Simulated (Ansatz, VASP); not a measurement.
## One calculation of ZrC, two programs

INCAR

```
SYSTEM = ZrC
PREC = Accurate
ENCUT = 520
EDIFF = 1E-8
ISMEAR = -1
SIGMA = 0.05
LREAL = .False.
LASPH = .True.
NELM = 80
ALGO = Normal
ISIF = 2
LWAVE = .False.
LCHARG = .False.
GGA = PS
LEFG = .True.
NBANDS = 15
```

Contents of KPOINTS:

```
regular mesh
0
Gamma
  15 15 15
  0 0 0
```

Contents of POSCAR:

```
ZrC
1.0
    0.0000000000      2.3963042514      2.3963042514
    2.3963042514      0.0000000000      2.3963042514
    2.3963042514      2.3963042514      0.0000000000
Zr C
1 1
Direct
    0.5000000000      0.5000000000      0.5000000000
    0.0000000000      0.0000000000      0.0000000000
```

Input for Ansatz:

```yaml
crystal:
  lattice:
    - [0.0, 2.3963042514, 2.3963042514]
    - [2.3963042514, 0.0, 2.3963042514]
    - [2.3963042514, 2.3963042514, 0.0]
  atoms:
    - { symbol: Zr, position: [0.5, 0.5, 0.5] }
    - { symbol: C, position: [0.0, 0.0, 0.0] }
kpoints:
  mp_grid: { grid: [15, 15, 15] }
scf:
  occupations: { method: fermi_dirac, width: 0.05 }
hamiltonian:
  xc: pbesol
  pseudopotentials: { kind: all_electron, datasets: crystal }
output:
  forces: true
  stress: true
  eigenvalues: true
  efg: { contact_densities: true }
```

Change from the starting cell: volume scaled by 1.06, crystal datasets.

Alike in both runs: task electric field gradients; functional PBEsol; k mesh 15 × 15 × 15; occupations fermi-dirac, width 0.05 eV; no spin polarisation.

|  | VASP | Ansatz |
| --- | --- | --- |
| version | VASP 6.6.1 | Ansatz 0.2.0 |
| potentials or method | VASP PAW PBE potentials, release 64 (Zr_sv, C), cutoff 520 eV | all-electron PAW with datasets made for the crystal, scalar-relativistic |

```tsv
	VASP	Ansatz	Ansatz less VASP
pressure (GPa)	-15.5	-15.8	-0.24
```

VASP's potentials were made for PBE, not for PBEsol. Ansatz ran all-electron here, and VASP with PAW potentials.
